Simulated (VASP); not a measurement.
# Zr2H3Pd in VASP: a series of runs

Zr2H3Pd is run at these levels: PBE; tasks: single point.

All numbers are computed with VASP 6.6.1; they aren't measurements. Logs are shortened: lines on timing, memory, paths and dates and some standing lists are left out, and cuts for length are marked.

### Step 1. The cell of the first run

The structure is tetragonal, space group I4/mmm (No. 139). The conventional cell has a = 3.207 Å, b = 3.207 Å, c = 13.400 Å, α = 90.00°, β = 90.00°, γ = 90.00°. Within 3.3 Å of Pd (site symmetry 4/mmm) lie 4 H at 2.27 Å and 8 Zr at 3.00 Å and 4 Pd at 3.21 Å. Within 2.6 Å of Zr (site symmetry 4mm) lie 5 H at 1.97 to 2.12 Å. Within 2.8 Å of H (site symmetry -4m2) lie 4 Zr at 2.12 Å and 4 H at 2.27 Å. H (site symmetry 4/mmm) has 2 Zr at 1.97 Å and 4 Pd at 2.27 Å within 2.6 Å.

### Step 2. Single point, PBE

INCAR

```
PREC = Accurate
ENCUT = 520
EDIFF = 1E-7
ISMEAR = 1
SIGMA = 0.05
LREAL = F
LASPH = T
NELM = 60
ALGO = Normal
ISIF = 2
LWAVE = F
LCHARG = F
GGA = PE
NBANDS = 28
```

KPOINTS

```
regular mesh
0
Gamma
  16 16 16
```

POSCAR

```
Zr2H3Pd
1.0
   -1.6033930000      1.6033930000      6.7000100000
    1.6033930000     -1.6033930000      6.7000100000
    1.6033930000      1.6033930000     -6.7000100000
Pd Zr H
1 2 3
Direct
    0.0000000000      0.0000000000      0.0000000000
    0.3529380000      0.3529380000      0.0000000000
    0.6470620000      0.6470620000      0.0000000000
    0.2500000000      0.7500000000      0.5000000000
    0.7500000000      0.2500000000      0.5000000000
    0.5000000000      0.5000000000      0.0000000000
```

Potentials or basis: VASP PAW PBE potentials, release 64 (Pd, Zr_sv, H).

The run is started by

```console
> cat potpaw_PBE.64/Pd/POTCAR potpaw_PBE.64/Zr_sv/POTCAR potpaw_PBE.64/H/POTCAR > POTCAR
> mpirun -np 1 vasp_std > vasp.out
```

OUTCAR:

```text
PREC = Accurate
   ENCUT = 520
   EDIFF = 1E-7
   ISMEAR = 1
   LREAL = F
   LASPH = T
   NELM = 60
   ISIF = 2
   GGA = PE

 ion  position               nearest neighbor table
   1  0.000  0.000  0.000-   3 3.00   3 3.00   3 3.00   2 3.00   3 3.00   2 3.00   2 3.00   2 3.00

   2  0.353  0.353  0.000-   6 1.97   5 2.12   4 2.12   4 2.12   5 2.12   1 3.00   1 3.00   1 3.00
                             1 3.00   3 3.57   3 3.57   3 3.57   3 3.57
   3  0.647  0.647  0.000-   6 1.97   4 2.12   5 2.12   5 2.12   4 2.12   1 3.00   1 3.00   1 3.00
                             1 3.00   2 3.57   2 3.57   2 3.57   2 3.57
   4  0.250  0.750  0.500-   3 2.12   2 2.12   2 2.12   3 2.12
   5  0.750  0.250  0.500-   3 2.12   2 2.12   2 2.12   3 2.12
   6  0.500  0.500  0.000-   2 1.97   3 1.97

  LATTYP: Found a body centered tetragonal cell.
 ALAT       =     3.2067860000
 C/A-ratio  =     4.1786449111

  Lattice vectors:

 A1 = (  -1.6033930000,   1.6033930000,   6.7000100000)
 A2 = (   1.6033930000,  -1.6033930000,   6.7000100000)
 A3 = (   1.6033930000,   1.6033930000,  -6.7000100000)

Analysis of symmetry for initial positions (statically):
=====================================================================
 Subroutine PRICEL returns:
 Original cell was already a primitive cell.

 Routine SETGRP: Setting up the symmetry group for a
 body centered tetragonal supercell.

 Subroutine GETGRP returns: Found 16 space group operations
 (whereof 16 operations were pure point group operations)
 out of a pool of 16 trial point group operations.

The static configuration has the point symmetry D_4h.

Analysis of symmetry for dynamics (positions and initial velocities):
=====================================================================
 Subroutine PRICEL returns:
 Original cell was already a primitive cell.

 Routine SETGRP: Setting up the symmetry group for a
 body centered tetragonal supercell.

 Subroutine GETGRP returns: Found 16 space group operations
 (whereof 16 operations were pure point group operations)
 out of a pool of 16 trial point group operations.

The dynamic configuration has the point symmetry D_4h.

 Subroutine INISYM returns: Found 16 space group operations
 (whereof 16 operations are pure point group operations),
 and found     1 'primitive' translations

----------------------------------------------------------------------------------------

                                     Primitive cell

  volume of cell :      68.8994

  direct lattice vectors                    reciprocal lattice vectors
    -1.603393000  1.603393000  6.700010000     0.000000000  0.311838707  0.074626754
     1.603393000 -1.603393000  6.700010000     0.311838707  0.000000000  0.074626754
     1.603393000  1.603393000 -6.700010000     0.311838707  0.311838707  0.000000000

  length of vectors
     7.073321159  7.073321159  7.073321159     0.320643933  0.320643933  0.441006529

  position of ions in fractional coordinates (direct lattice)
     0.000000000  0.000000000  0.000000000
     0.352938000  0.352938000  0.000000000
     0.647062000  0.647062000  0.000000000
     0.250000000  0.750000000  0.500000000
     0.750000000  0.250000000  0.500000000
     0.500000000  0.500000000  0.000000000

  ion indices of the primitive-cell ions
   primitive index   ion index
                 1           1
                 2           2
                 3           3
                 4           4
                 5           5
                 6           6

----------------------------------------------------------------------------------------

 KPOINTS: regular mesh

Automatic generation of k-mesh.
 Grid dimensions read from file:
 generate k-points for:   16   16   16

 Generating k-lattice:

  Cartesian coordinates                     Fractional coordinates (reciprocal lattice)
     0.000000000  0.019489919  0.004664172     0.062500000  0.000000000 -0.000000000
     0.019489919  0.000000000  0.004664172     0.000000000  0.062500000 -0.000000000
     0.019489919  0.019489919  0.000000000     0.000000000  0.000000000  0.062500000

  Length of vectors
     0.020040246  0.020040246  0.027562908

  Shift w.r.t. Gamma in fractional coordinates (k-lattice)
     0.000000000  0.000000000  0.000000000

 Subroutine IBZKPT returns following result:
 ===========================================

 Found    349 irreducible k-points:

 Following reciprocal coordinates:
            Coordinates               Weight
  0.000000  0.000000  0.000000      1.000000
  0.062500 -0.000000  0.000000      8.000000
  0.125000 -0.000000  0.000000      8.000000
  0.187500  0.000000  0.000000      8.000000
  0.250000 -0.000000  0.000000      8.000000
  0.312500  0.000000  0.000000      8.000000
[... 16 lines left out ...]
 -0.125000  0.062500 -0.000000     16.000000
 -0.062500  0.062500  0.000000      4.000000
 [... further k-points ...]
   k-points           NKPTS =    349   k-points in BZ     NKDIM =    349   number of bands    NBANDS=     28
   number of dos      NEDOS =    301   number of ions     NIONS =      6
   total plane-waves  NPLWV = 157464
   dimension x,y,z NGX =    54 NGY =   54 NGZ =   54
   dimension x,y,z NGXF=   108 NGYF=  108 NGZF=  108
   ions per type =               1   2   3
   NGX,Y,Z   is equivalent  to a cutoff of  12.69, 12.69, 12.69 a.u.
   NGXF,Y,Z  is equivalent  to a cutoff of  25.38, 25.38, 25.38 a.u.
 SYSTEM =  unknown system
   PREC   = accura    normal or accurate (medium, high low for compatibility)
   ISTART =      0    job   : 0-new  1-cont  2-samecut
   ICHARG =      2    charge: 1-file 2-atom 10-const
   ISPIN  =      1    spin polarized calculation?
   LNONCOLLINEAR =      F non collinear calculations
   LSORBIT =      F    spin-orbit coupling
   LASPH  =      T    aspherical Exc in radial PAW
   ENCUT  =  520.0 eV  38.22 Ry    6.18 a.u.  13.15 13.15 13.15*2*pi/ulx,y,z
   NELM   =     60;   NELMIN=  2; NELMDL= -5     # of ELM steps
   EDIFF  = 0.1E-06   stopping-criterion for ELM
   LREAL  =      F    real-space projection
   EDIFFG = 0.1E-05   stopping-criterion for IOM
   NSW    =      0    number of steps for IOM
   IBRION =     -1    ionic relax: 0-MD 1-quasi-New 2-CG
   NFREE  =      0    steps in history (QN), initial steepest desc. (CG)
   ISIF   =      2    stress and relaxation
   ISYM   =      2    0-nonsym 1-usesym 2-fastsym
   POTIM  = 0.5000    time-step for ionic-motion
   TEBEG  =    0.0;   TEEND  =   0.0 temperature during run
   PSTRESS=    0.0 pullay stress
   NELECT =      37.0000    total number of electrons
   NUPDOWN=      -1.0000    fix difference up-down
   EMIN   =  10.00;   EMAX   =-10.00  energy-range for DOS
   EFERMI =   0.00;   METHOD = LEGACY
   ISMEAR =     1;   SIGMA  =   0.05  broadening in eV -4-tet -1-fermi 0-gaus
   EFERMI_NEDOS =   21; number of points for ismear=-14 and -15
   IALGO  =     38    algorithm
   IMIX   =      4    mixing-type and parameters
     AMIX     =   0.40;   BMIX     =  1.00
     AMIX_MAG =   1.60;   BMIX_MAG =  1.00
  volume/ion in A,a.u.               =      11.48        77.49
  Fermi-wavevector in a.u.,A,eV,Ry     =   1.330670  2.514601 24.091589  1.770682
  Thomas-Fermi vector in A             =   2.459739
   LORBIT       =      0    0 simple, 1 ext, 2 COOP (PROOUT), +10 PAW based schemes
   GGA     = PE    functional components
   LHFCALC =     F    Hartree Fock is set to
   AEXX    =    0.0000 exact exchange contribution
   IVDW    =     0    specifies the selected vdW correction
   LEPSILON=     F    determine dielectric tensor
   LRPA    =     F    only Hartree local field effects (RPA)
 non-spin polarized calculation
 Methfessel and Paxton  Order N= 1 SIGMA  =   0.05
  energy-cutoff  :      520.00
  volume of cell :       68.90
 maximum number of plane-waves:      1888
 NGX is ok and might be reduce to    54
   NGX = 27   NGY = 27   NGZ = 27

 number of electron      37.0000002 magnetization

 Free energy of the ion-electron system (eV)
  ---------------------------------------------------
  ext. energy  EPLUGINS =         0.00000000
  ---------------------------------------------------
  free energy    TOTEN  =       -34.55099730 eV

  energy without entropy =      -34.55072788  energy(sigma->0) =      -34.55090750

 E-fermi :   8.7899     XC(G=0): -11.5434

 val. band max:        8.7889957763   @ k =   0.3125   0.0625   0.0625
 cond. band min:       8.7927352209   @ k =  -0.1250   0.2500   0.1250
 fundamental gap:      0.0037394446
 Fermi energy:         8.7899251550

 k-point     1 :       0.0000    0.0000    0.0000
  band No.  band energies     occupation
      1     -40.3997      2.00000
      2     -40.3682      2.00000
      3     -18.7155      2.00000
      4     -18.3757      2.00000
      5     -18.1665      2.00000
      6     -18.1665      2.00000
[... 20 lines left out ...]
     27      12.7368      0.00000
     28      16.2175      0.00000

 k-point     2 :       0.0625   -0.0000    0.0000
  band No.  band energies     occupation
      1     -40.3976      2.00000
      2     -40.3667      2.00000
      3     -18.7102      2.00000
      4     -18.3772      2.00000
      5     -18.1859      2.00000
      6     -18.1642      2.00000
[... 20 lines left out ...]
     27      12.7757      0.00000
     28      16.1426      0.00000

 k-point     3 :       0.1250   -0.0000    0.0000
  band No.  band energies     occupation
      1     -40.3916      2.00000
      2     -40.3625      2.00000
      3     -18.6950      2.00000
      4     -18.3832      2.00000
      5     -18.2394      2.00000
      6     -18.1975      2.00000
[... 616 lines left out ...]
      3     -18.6919      2.00000
      4     -18.3817      2.00000
      5     -18.2378      2.00000
      6     -18.1967      2.00000
[... 20 lines left out ...]
     27      13.5363      0.00000
     28      15.9811      0.00000

 k-point    24 :      -0.0625    0.0625    0.0000
  band No.  band energies     occupation
      1     -40.3956      2.00000
      2     -40.3652      2.00000
      3     -18.7059      2.00000
      4     -18.3773      2.00000
      5     -18.1862      2.00000
      6     -18.1812      2.00000
[... 20 lines left out ...]
     27      12.9970      0.00000
     28      16.1189      0.00000

 [... further k-points ...]

------------------------ aborting loop because EDIFF is reached ----------------------------------------

  FORCE on cell =-STRESS in cart. coord.  units (eV):
  Direction    XX          YY          ZZ          XY          YZ          ZX
  --------------------------------------------------------------------------------------
  -------------------------------------------------------------------------------------
  Total       -0.4833224     -0.4833224     -0.4751114      0.0000000     -0.0000000      0.0000000
  in kB      -11.2391149    -11.2391149    -11.0481761      0.0000000     -0.0000000      0.0000000
  external PRESSURE =     -11.1754687 kB  Pullay stress =       0.0000000 kB

 VOLUME and BASIS-vectors are now :
 -----------------------------------------------------------------------------
  energy-cutoff  :      520.00
  volume of cell :       68.90
      direct lattice vectors                 reciprocal lattice vectors
    -1.603393000  1.603393000  6.700010000     0.000000000  0.311838707  0.074626754
     1.603393000 -1.603393000  6.700010000     0.311838707  0.000000000  0.074626754
     1.603393000  1.603393000 -6.700010000     0.311838707  0.311838707  0.000000000

 POSITION                                       TOTAL-FORCE (eV/Angst)
 -----------------------------------------------------------------------------------
      0.00000      0.00000      0.00000         0.000000      0.000000     -0.000000
      0.00000      0.00000      4.72938        -0.000000     -0.000000      0.070697
      0.00000      0.00000      8.67064         0.000000      0.000000     -0.070697
      1.60339      0.00000      3.35000         0.000000      0.000000      0.000000
      0.00000      1.60339      3.35000         0.000000      0.000000      0.000000
      0.00000      0.00000      6.70001         0.000000      0.000000     -0.000000
 -----------------------------------------------------------------------------------
    total drift:                                0.000000     -0.000000      0.000000

  FREE ENERGIE OF THE ION-ELECTRON SYSTEM (eV)
  ---------------------------------------------------
  free  energy   TOTEN  =       -34.5509973039 eV

  energy  without entropy=      -34.5507278828  energy(sigma->0) =      -34.55090750
```

Run time: 18 min. Hardware: 1 thread of Intel Xeon 6975P-C (Granite Rapids), shared host; peak memory 0.88 GiB.

What came out:

| Property | Result |
| --- | --- |
| Free energy | -34.5510 eV |
| Pressure | -1.1 GPa |
| Largest force | 0.071 eV/Å |
| Band gap on the k mesh | zero (an odd number of electrons rules out a gap without spin polarisation) |

Forces in eV/Å, atoms in the order of the input:
```
Pd   0.000  0.000  0.000
Zr   0.000  0.000  0.071
Zr   0.000  0.000 -0.071
H    0.000  0.000  0.000
H    0.000  0.000  0.000
H    0.000  0.000  0.000
```

(Part 1 of 3 ends here.)
